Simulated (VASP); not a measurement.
LiH2, 6 atoms in the cell. It takes space group Immm (No. 71, orthorhombic). Conventional cell: a = 3.143 Å, b = 3.552 Å, c = 3.558 Å, α = 90.00°, β = 90.00°, γ = 90.00°. Within 2.6 Å of Li (site symmetry mmm) lie 8 H at 1.94 to 1.95 Å. H (site symmetry 2mm) has 2 H at 1.54 to 1.61 Å and 4 Li at 1.94 to 1.95 Å within 2.0 Å. 

| Property | Result |
| --- | --- |
| Program | VASP 6.6.1 |
| Task | relaxation of cell and atoms |
| Functional | PBE |
| Potentials or basis | VASP PAW PBE potentials, release 64 (Li_sv, H) |
| Cutoff | 600 eV |
| k mesh | 12 × 10 × 10 |
| Occupations | gaussian, width 0.1 eV |
| Spin | no spin polarisation |
| Dipole correction | no |
| Further INCAR settings | ALGO = Normal; EDIFF = 1e-07; IBRION = 2; EDIFFG = -0.01; NSW = 100; ISIF = 3 |

Potentials or basis: VASP PAW PBE potentials, release 64 (Li_sv, H).

Command:

```sh
$ cat potpaw_PBE.64/Li_sv/POTCAR potpaw_PBE.64/H/POTCAR > POTCAR
$ mpirun -np 1 vasp_std > vasp.out
```

Hardware: 1 thread of Intel Xeon 8259CL, on a shared host.

Task: Estimate the wall time of this run.

Result: It took 3.4 min on 1 thread of Intel Xeon 8259CL (shared host), peak memory 0.23 GiB. Counts: scf iterations 19, k points 252, ion steps 2.
